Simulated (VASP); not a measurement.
# NiO in VASP: notebook, part 3 of 3

VASP 6.6.1.

**5. Electric field gradients, PBE, collinear spin, ferromagnetic start (9.24 Å³/atom)**

This run uses another cell than the first one, of 9.24 Å³/atom.

Contents of INCAR:

```
PREC     = Accurate       # precision mode
ENCUT    = 520            # plane-wave cutoff, eV
EDIFF    = 1E-8           # SCF threshold, eV
ISMEAR   = -1             # smearing method
SIGMA    = 0.03           # smearing width, eV
LREAL    = F              # projectors in reciprocal space
LASPH    = T              # aspherical terms in the spheres
NELM     = 150            # most SCF steps
ALGO     = Normal         # electronic algorithm
ISIF     = 2              # what is computed and relaxed
LWAVE    = F              # write WAVECAR
LCHARG   = F              # write CHGCAR
ISPIN    = 2              # spin polarisation
MAGMOM   = 1.5 0          # initial moments
LORBIT   = 11             # projections on sites
LMAXMIX  = 4              # l up to which the mixer works
GGA      = PE             # functional
LEFG     = T            
NBANDS   = 19             # bands
```

Contents of KPOINTS:

```
Automatic mesh
0
Gamma
  17 17 17
```

Contents of POSCAR:

```
NiO
1.0
    0.0000000000      2.0982579248      2.0982579248
    2.0982579248      0.0000000000      2.0982579248
    2.0982579248      2.0982579248      0.0000000000
Ni O
1 1
Direct
    0.0000000000      0.0000000000      0.0000000000
    0.5000000000      0.5000000000      0.5000000000
```

Potentials or basis: VASP PAW PBE potentials, release 64 (Ni, O).

Command:

```sh
cat potpaw_PBE.64/Ni/POTCAR potpaw_PBE.64/O/POTCAR > POTCAR
mpirun -np 1 vasp_std > vasp.out
```

OUTCAR:

```text
PREC = Accurate
   ENCUT = 520
   EDIFF = 1E-8
   ISMEAR = -1
   LREAL = F
   LASPH = T
   NELM = 150
   ISIF = 2
   ISPIN = 2
   LORBIT = 11
   GGA = PE

 ion  position               nearest neighbor table
   1  0.000  0.000  0.000-   2 2.10   2 2.10   2 2.10   2 2.10   2 2.10   2 2.10
   2  0.500  0.500  0.500-   1 2.10   1 2.10   1 2.10   1 2.10   1 2.10   1 2.10

  LATTYP: Found a face centered cubic cell.
 ALAT       =     4.1965158496

  Lattice vectors:

 A1 = (   0.0000000000,   2.0982579248,   2.0982579248)
 A2 = (   2.0982579248,   0.0000000000,   2.0982579248)
 A3 = (   2.0982579248,   2.0982579248,   0.0000000000)

Analysis of symmetry for initial positions (statically):
=====================================================================
 Subroutine PRICEL returns:
 Original cell was already a primitive cell.

 Routine SETGRP: Setting up the symmetry group for a
[... 1276 lines left out ...]
 -----------------------------------------------------------------------------------
    total drift:                                0.000000     -0.000000     -0.000000

  FREE ENERGIE OF THE ION-ELECTRON SYSTEM (eV)
  ---------------------------------------------------
  free  energy   TOTEN  =       -11.4791231399 eV

  energy  without entropy=      -11.4756556545  energy(sigma->0) =      -11.47738940

 Electric field gradients (V/A^2)
---------------------------------------------------------------------
 ion       V_xx      V_yy      V_zz      V_xy      V_xz      V_yz
---------------------------------------------------------------------
   1      -0.000    -0.000    -0.000    -0.002    -0.002    -0.002
   2       0.000    -0.000     0.000    -0.002    -0.002    -0.002
---------------------------------------------------------------------

 Electric field gradients after diagonalization (V/A^2)
 (convention: |V_zz| > |V_xx| > |V_yy|)
----------------------------------------------------------------------
 ion       V_xx      V_yy      V_zz     asymmetry (V_yy - V_xx)/ V_zz
----------------------------------------------------------------------
   1       0.002     0.002    -0.005       0.000
   2       0.002     0.002    -0.004       0.000
----------------------------------------------------------------------

           NMR quadrupolar parameters

 Cq : quadrupolar parameter    Cq=e*Q*V_zz/h
 eta: asymmetry parameters     (V_yy - V_xx)/ V_zz
 Q  : nuclear electric quadrupole moment in mb (millibarn)
----------------------------------------------------------------------
 ion       Cq(MHz)       eta       Q (mb)
----------------------------------------------------------------------
   1      -0.000       0.000       1.000
   2      -0.000       0.000       1.000
----------------------------------------------------------------------

 total charge

# of ion       s       p       d       tot
------------------------------------------
    1        0.327   0.394   8.239   8.960
    2        1.557   3.415   0.000   4.972
--------------------------------------------------
tot          1.884   3.809   8.239  13.932

 magnetization (x)

# of ion       s       p       d       tot
------------------------------------------
    1        0.011   0.015   1.404   1.430
    2        0.027   0.236   0.000   0.263
--------------------------------------------------
tot          0.039   0.250   1.404   1.693
```

It took 2.4 min on 1 thread of Intel Xeon Platinum 8488C (Sapphire Rapids), shared host; peak memory 0.22 GiB.

Results:

* Free energy: -11.4791 eV
* Pressure: 2.0 GPa
* Net moment: 1.74 μB per cell
* Site moments: Ni +1.43; O +0.26 μB
* Largest electric field gradient by atom: under 0.05 V/Å² on every atom
* Valence electrons inside the program's atomic spheres: Ni 8.96; O 4.97

Caveat: a cell with one magnetic atom can't hold antiferromagnetic order, which such compounds often take; semilocal functionals often make such compounds metallic where correlation or magnetic order opens a gap, which also shifts bond lengths. With open d or f shells a metallic result of PBE can be an artefact of self-interaction; +U or a hybrid may open a gap.

**6. Summary**

| task | cell | k mesh for the DOS | occupations for the DOS | gap on the mesh (eV) | pressure (GPa) | moment (μB) |
| --- | --- | --- | --- | --- | --- | --- |
| single point | a = 2.958 Å, angles 60.0°, 2 atoms | 26 × 26 × 26 | tetrahedron | - | - | 1.71 |
| electric field gradients | a = 2.928, b = 2.928, c = 2.898 Å, angles 60.3, 60.3, 59.3°, 2 atoms | - | - | none | 11.8 | 1.58 |
| electric field gradients | a = 2.958 Å, angles 60.0°, 2 atoms | - | - | none | 3.8 | 1.71 |
| electric field gradients | a = 2.967 Å, angles 60.0°, 2 atoms | - | - | none | 2.0 | 1.74 |

Alike in all rows: level PBE; potentials or basis VASP PAW PBE potentials, release 64 (Ni, O); spin collinear, ferromagnetic start; k mesh 17 × 17 × 17; cutoff (eV) 520; smearing fermi-dirac 0.03 eV.

Caveats: a cell with one magnetic atom can't hold antiferromagnetic order, which such compounds often take; semilocal functionals often make such compounds metallic where correlation or magnetic order opens a gap, which also shifts bond lengths; the cell stands under pressure (at least some runs).

Total energies depend on the potentials used, so only differences within one code and one set of settings carry meaning.
